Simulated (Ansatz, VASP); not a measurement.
## AlN in VASP and in Ansatz

```xyz
8
Lattice="-3.1137 0.0000 0.0000 0.0000 5.3931 0.0000 1.5568 -2.6965 -4.9834" Properties=species:S:1:pos:R:3 pbc="T T T"
Al   -1.4668   -0.8988   -4.9759
Al    0.0900    1.7977   -4.9759
Al   -0.0900    3.5954   -2.4842
Al   -1.6468    0.8988   -2.4842
N    -1.6373   -0.8988   -3.0723
N    -0.0804    1.7977   -3.0723
N     0.0804    3.5954   -0.5806
N    -1.4764    0.8988   -0.5806
```

Change from the starting cell: mode 4 (234.8 1/cm) frozen in, largest displacement +0.090 Å.

Alike in both runs: task single point; functional PBEsol; k mesh 8 × 8 × 8; occupations gaussian, width 0.05 eV; no spin polarisation.

|  | VASP | Ansatz |
| --- | --- | --- |
| version | VASP 6.6.1 | Ansatz 0.2.0 |
| potentials or method | VASP PAW PBE potentials, release 64 (Al, N), cutoff 600 eV | scalar-relativistic, plane waves, PAW |
| valence electrons in the cell | 32 | 32 |

|  | VASP | Ansatz | Ansatz less VASP |
| --- | --- | --- | --- |
| gap on the k mesh at the Fermi level (eV) | 4.02 | 4.00 | -0.016 |
| least direct gap on the mesh (eV) | 4.02 | 4.00 | -0.016 |
| pressure (GPa) | -0.4 | -0.2 | +0.16 |
| traceless stress, the component that is largest in VASP (GPa) | -0.52 | -0.51 | +0.001 |
| rms of the force components (eV/Å) | 0.225 | 0.224 | -0.0010 |

VASP's potentials were made for PBE, not for PBEsol. Atom by atom the forces differ by 0.001 eV/Å (rms over components).
